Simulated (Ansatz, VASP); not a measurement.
Mg3ZnS4: VASP beside Ansatz

Contents of POSCAR:

```
Mg3ZnS4
1.0
   -2.7704208201      2.7704208201      5.5313747737
    2.7704208201     -2.7704208201      5.5313747737
    2.7704208201      2.7704208201     -5.5313747737
Mg S Zn
3 4 1
Direct
    0.7500000000      0.2500000000      0.5000000000
    0.5000000000      0.5000000000      0.0000000000
    0.2500000000      0.7500000000      0.5000000000
    0.1204653365      0.6357018830      0.0000000000
    0.8795346635      0.8795346635      0.5152365466
    0.6357018830      0.1204653365      0.0000000000
    0.3642981170      0.3642981170      0.4847634534
    0.0000000000      0.0000000000      0.0000000000
```

Contents of INCAR.step1:

```
ALGO = Normal
EDIFF = 1E-4
ENCUT = 520
GGA = PE
ISMEAR = 0
LASPH = T
LCHARG = F
LREAL = F
LWAVE = T
NBANDS = 31
NELM = 60
PREC = Accurate
SIGMA = 0.01
```

Contents of INCAR.step2:

```
ALGO = Normal
EDIFF = 1E-6
ENCUT = 520
ISIF = 2
ISMEAR = 0
ISTART = 1
LASPH = T
LCHARG = F
LMIXTAU = T
LREAL = F
LWAVE = F
METAGGA = R2SCAN
NBANDS = 31
NELM = 60
PREC = Accurate
SIGMA = 0.01
```

Contents of KPOINTS:

```
k-points
0
Gamma
  6 6 6
```

Input for Ansatz:

```yaml
crystal:
  lattice:
    - [-2.7704208201, 2.7704208201, 5.5313747737]
    - [2.7704208201, -2.7704208201, 5.5313747737]
    - [2.7704208201, 2.7704208201, -5.5313747737]
  atoms:
    - { symbol: Mg, position: [0.75, 0.25, 0.5] }
    - { symbol: S, position: [0.1204653365, 0.635701883, 0.0] }
    - { symbol: Mg, position: [0.5, 0.5, 0.0] }
    - { symbol: S, position: [0.8795346635, 0.8795346635, 0.5152365466] }
    - { symbol: Mg, position: [0.25, 0.75, 0.5] }
    - { symbol: S, position: [0.635701883, 0.1204653365, 0.0] }
    - { symbol: Zn, position: [0.0, 0.0, 0.0] }
    - { symbol: S, position: [0.364298117, 0.364298117, 0.4847634534] }
kpoints:
  mp_grid: { grid: [6, 6, 6] }
hamiltonian:
  xc: r2scan
scf:
  occupations: { method: fixed }
  n_extra_bands: 6
output:
  forces: true
  stress: true
  eigenvalues: true
```

Alike in both runs: task single point; functional r2SCAN; k mesh 6 × 6 × 6; no spin polarisation.

|  | VASP | Ansatz |
| --- | --- | --- |
| version | VASP 6.6.1 | Ansatz 0.2.0 |
| potentials or method | VASP PAW PBE potentials, release 64 (Mg, S, Zn) | plane waves, PAW |
| plane-wave cutoff (eV) | 520 | 500 |
| occupations | gaussian, width 0.01 eV | fixed |
| valence electrons in the cell | 42 | 66 |

```tsv
	VASP	Ansatz	Ansatz less VASP
gap on the k mesh at the Fermi level (eV)	3.87	3.87	+0.005
pressure (GPa)	1.9	2.1	+0.21
rms of the force components (eV/Å)	0.016	0.005	-0.0106
```

VASP's potentials were made for PBE, not for r2SCAN. VASP's potentials hold 42 valence electrons a cell and Ansatz's 66, so a difference there can come from the potentials and not from the codes.
